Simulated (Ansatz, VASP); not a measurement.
## Two plane-wave programs on BN

File INCAR:

```
SYSTEM = BN
PREC     = Accurate       ! precision mode
ENCUT    = 520            ! plane-wave cutoff, eV
EDIFF    = 1E-6           ! SCF threshold, eV
ISMEAR   = 0              ! smearing method
SIGMA    = 0.05           ! smearing width, eV
LREAL    = .FALSE.        ! projectors in reciprocal space
LASPH    = .TRUE.         ! aspherical terms in the spheres
NELM     = 80             ! most SCF steps
ALGO     = Normal         ! electronic algorithm
ISIF     = 2              ! what is computed and relaxed
LWAVE    = .FALSE.        ! write WAVECAR
LCHARG   = .FALSE.        ! write CHGCAR
GGA      = PS             ! functional
NBANDS   = 16             ! bands
```

KPOINTS

```
Automatic mesh
0
G
  12 12 4
  0 0 0
```

File POSCAR:

```
BN
1.0
    2.5423605307      0.0000000000      0.0000000000
   -1.2711802654      2.2017488052      0.0000000000
    0.0000000000      0.0000000000      6.3312404297
B N
2 2
Direct
    0.3333333333      0.6666666667      0.2500000000
    0.6666666667      0.3333333333      0.7500000000
    0.3333333333      0.6666666667      0.7500000000
    0.6666666667      0.3333333333      0.2500000000
```

Input for Ansatz:

```yaml
crystal:
  lattice:
    - [2.5423605307, 0.0, 0.0]
    - [-1.2711802654, 2.2017488052, 0.0]
    - [0.0, 0.0, 6.3312404297]
  atoms:
    - { symbol: B, position: [0.3333333333, 0.6666666667, 0.25] }
    - { symbol: B, position: [0.6666666667, 0.3333333333, 0.75] }
    - { symbol: "N", position: [0.3333333333, 0.6666666667, 0.75] }
    - { symbol: "N", position: [0.6666666667, 0.3333333333, 0.25] }
basis:
  ecutwfc: 520.0
kpoints:
  mp_grid: { grid: [12, 12, 4] }
hamiltonian:
  xc: pbesol
  pseudopotentials: { kind: paw, azcp: { folder: soft_1 } }
scf:
  occupations: { method: gaussian, width: 0.05 }
output:
  forces: true
  stress: true
  eigenvalues: true
```

Alike in both runs: task single point; functional PBEsol; k mesh 12 × 12 × 4; occupations gaussian, width 0.05 eV; no spin polarisation.

|  | VASP | Ansatz |
| --- | --- | --- |
| version | VASP 6.6.1 | Ansatz 0.2.0 |
| potentials or method | VASP PAW PBE potentials, release 64 (B, N), cutoff 520 eV | scalar-relativistic, plane waves, PAW |
| valence electrons in the cell | 16 | 16 |

|  | VASP | Ansatz | Ansatz less VASP |
| --- | --- | --- | --- |
| gap on the k mesh at the Fermi level (eV) | 3.98 | 3.99 | +0.007 |
| least direct gap on the mesh (eV) | 4.31 | 4.32 | +0.007 |
| pressure (GPa) | -9.5 | -9.9 | -0.44 |
| traceless stress, the component that is largest in VASP (GPa) | 11.55 | 12.13 | +0.588 |

VASP's potentials were made for PBE, not for PBEsol, and Ansatz warns of the same on its side. With one functional, cell and mesh, what is left measures potentials, basis and numerics.
